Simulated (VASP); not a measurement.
# MnO: single point with PBE

The system is MnO.

```
Mn O
1.0
     0.00000    2.28866    2.22200
     2.28866    0.00000    2.22200
     2.28866    2.28866    0.00000
Mn O
1 1
Cartesian
  0.0000 0.0000 0.0000
  2.2887 2.2887 2.2220
```

This cell differs from its parent crystal: equal xx and yy strain of +3 %.

* Program: VASP 6.6.1
* Task: single point
* Functional: PBE
* Potentials or basis: VASP PAW PBE potentials, release 64 (Mn_pv, O)
* Cutoff: 520 eV
* k mesh: 16 × 16 × 16
* Occupations: fermi-dirac, width 0.05 eV
* Spin: collinear spin, ferromagnetic start
* Starting moments: [4.0, 0.0] μB
* Dipole correction: no
* Further INCAR settings: ALGO = Normal; EDIFF = 1e-07; NBANDS = 20

* Pressure: -6.0 GPa
* Net moment: 4.88 μB per cell
* Site moments: Mn +4.42; O +0.20 μB
* Valence electrons inside the program's atomic spheres: Mn 11.30; O 4.95

Stress tensor (GPa, compression positive):
```
-5.88  0.00  0.00
 0.00 -5.88  0.00
 0.00  0.00 -6.22
```

Levels at points of the mesh, in eV from the Fermi level:
Spin up:
```tsv
k point	band 10	band 11	band 12	band 13	band 14	band 15
(0.00, 0.00, 0.00)	-3.07	-2.71	-2.63	-0.69	13.85	15.91
(0.50, 0.00, 0.00)	-1.91	-0.04	0.20	3.40	7.30	11.23
(0.50, 0.50, 0.00)	-2.10	-2.10	-1.97	4.71	7.78	9.91
(0.50, 0.00, 0.50)	-2.14	-2.08	-2.02	4.65	7.44	10.26
```
Spin down:
```csv
k point,band 4,band 5,band 6,band 7,band 8,band 9,band 10,band 11
"(0.00, 0.00, 0.00)",-19.31,-3.13,-3.02,-3.02,0.59,0.87,0.87,1.02
"(0.50, 0.00, 0.00)",-18.47,-6.85,-4.46,-4.39,1.98,2.03,2.06,3.45
"(0.50, 0.50, 0.00)",-18.45,-5.93,-4.02,-4.02,-0.53,2.05,2.14,2.44
"(0.50, 0.00, 0.50)",-18.49,-5.97,-4.05,-3.87,-0.51,1.98,2.15,2.39
```

Run time: 3.5 min on 1 thread of Intel(R) Xeon(R) Platinum 8488C (Sapphire Rapids) (shared host), peak memory 0.33 GiB.

Caveat: the cell differs from its parent crystal (equal xx and yy strain of +3 %); the cell stands under tension; a cell with one magnetic atom can't hold antiferromagnetic order, which such compounds often take; semilocal functionals often make such compounds metallic where correlation or magnetic order opens a gap, which also shifts bond lengths.
